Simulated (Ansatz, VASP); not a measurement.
## Se in VASP and in Ansatz

File INCAR:

```
ALGO = Normal
EDIFF = 1E-8
ENCUT = 520
GGA = PE
ISIF = 2
ISMEAR = -1
LASPH = True
LCHARG = False
LEFG = True
LREAL = False
LWAVE = False
NBANDS = 27
NELM = 80
PREC = Accurate
SIGMA = 0.01
```

File KPOINTS:

```
k-points
0
Gamma
  6 6 6
```

File POSCAR:

```
Se
1.0
    5.7557584332      3.3230886808      1.4957576226
   -5.7557584332      3.3230886808      1.4957576226
    0.0000000000     -6.6461773616      1.4957576226
Se
6
Direct
    0.2806600000      0.1625100000      0.9181800000
    0.9181800000      0.2806600000      0.1625100000
    0.1625100000      0.9181800000      0.2806600000
    0.7193400000      0.8374900000      0.0818200000
    0.0818200000      0.7193400000      0.8374900000
    0.8374900000      0.0818200000      0.7193400000
```

Input for Ansatz:

```yaml
crystal:
  lattice:
    - [5.7557584332, 3.3230886808, 1.4957576226]
    - [-5.7557584332, 3.3230886808, 1.4957576226]
    - [0.0, -6.6461773616, 1.4957576226]
  atoms:
    - { symbol: Se, position: [0.28066, 0.16251, 0.91818] }
    - { symbol: Se, position: [0.91818, 0.28066, 0.16251] }
    - { symbol: Se, position: [0.16251, 0.91818, 0.28066] }
    - { symbol: Se, position: [0.71934, 0.83749, 0.08182] }
    - { symbol: Se, position: [0.08182, 0.71934, 0.83749] }
    - { symbol: Se, position: [0.83749, 0.08182, 0.71934] }
kpoints:
  mp_grid: { grid: [6, 6, 6] }
scf:
  occupations: { method: fermi_dirac, width: 0.01 }
hamiltonian:
  xc: pbe
  pseudopotentials: { kind: paw }
output:
  forces: true
  stress: true
  eigenvalues: true
  efg: { contact_densities: true }
```

Change from the starting cell: volume scaled by 1.04, PAW files.

Alike in both runs: task electric field gradients; functional PBE; k mesh 6 × 6 × 6; occupations fermi-dirac, width 0.01 eV; no spin polarisation.

|  | VASP | Ansatz |
| --- | --- | --- |
| version | VASP 6.6.1 | Ansatz 0.2.0 |
| potentials or method | VASP PAW PBE potentials, release 64 (Se) | PAW with Ansatz's default frozen-core files, scalar-relativistic |
| plane-wave cutoff (eV) | 520 | 420 |
| valence electrons in the cell | 36 | 96 |

VASP gave:

```
gap on the k mesh at the Fermi level (eV)                     : 1.13
pressure (GPa)                                                : 0.7
traceless stress, the component that is largest in VASP (GPa) : 0.48
rms of the force components (eV/Å)                            : 0.061
size of Vzz on the site where it differs most (V/Å²)          : 566.1
```

Question: Estimate Ansatz's values.

Answer: gap on the k mesh at the Fermi level (eV): 1.13; pressure (GPa): 0.6; traceless stress, the component that is largest in VASP (GPa): 0.52; rms of the force components (eV/Å): 0.055; size of Vzz on the site where it differs most (V/Å²): 584.9.

Atom by atom the forces differ by 0.017 eV/Å (rms over components). VASP's potentials hold 36 valence electrons a cell and Ansatz's 96, so a difference there can come from the potentials and not from the codes.
